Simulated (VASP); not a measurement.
Wanted: the native input for a VASP 6.6.1 run.

```yaml
Task: single point
Functional: PBEsol
Potentials_or_basis: VASP PAW PBE potentials, release 64 (Ti_sv, C)
Cutoff: 520 eV
k_mesh: 8 × 8 × 8
Occupations: gaussian, width 0.1 eV
Spin: no spin polarisation
Dipole_correction: no
Further_INCAR_settings: ALGO = Normal; EDIFF = 1e-06; NBANDS = 68
```

The structure of Ti2C lies in POSCAR:

```
Ti2C
1.0
    0.0000000000      4.2745698783      4.2745698783
    4.2745698783      0.0000000000      4.2745698783
    4.2745698783      4.2745698783      0.0000000000
Ti C
8 4
Direct
    0.8572739441      0.3809086853      0.3809086853
    0.3809086853      0.3809086853      0.3809086853
    0.3809086853      0.3809086853      0.8572739441
    0.8690913147      0.3927260559      0.8690913147
    0.8690913147      0.8690913147      0.8690913147
    0.3927260559      0.8690913147      0.8690913147
    0.8690913147      0.8690913147      0.3927260559
    0.3809086853      0.8572739441      0.3809086853
    0.6250000000      0.6250000000      0.6250000000
    0.1250000000      0.6250000000      0.6250000000
    0.6250000000      0.6250000000      0.1250000000
    0.6250000000      0.1250000000      0.6250000000
```

These files were run (other wordings do the same):

INCAR

```
SYSTEM = Ti2C
PREC = Accurate
ENCUT = 520
EDIFF = 1E-6
ISMEAR = 0
SIGMA = 0.1
LREAL = .FALSE.
LASPH = .TRUE.
NELM = 80
ALGO = Normal
ISIF = 2
LWAVE = .FALSE.
LCHARG = .TRUE.
GGA = PS
LELF = .TRUE.
LVHAR = .TRUE.
NBANDS = 68
```

KPOINTS

```
Automatic mesh
0
G
  8 8 8
  0 0 0
```

Potentials or basis: VASP PAW PBE potentials, release 64 (Ti_sv, C).

The run is started by

```sh
$ cat potpaw_PBE.64/Ti_sv/POTCAR potpaw_PBE.64/C/POTCAR > POTCAR
$ mpirun -np 1 vasp_std > vasp.out
```

Results of the run:

* Pressure: 0.1 GPa
* Largest force: 0.023 eV/Å
* Band gap on the k mesh: zero (bands 56 and 57 overlap by 0.42 eV)

Caveat: the PAW data sets were made with another functional, which shifts forces and pressure a little.

Run time: 16 min on 1 thread of Intel Xeon 8259CL, with other jobs on the host, peak memory 0.45 GiB.
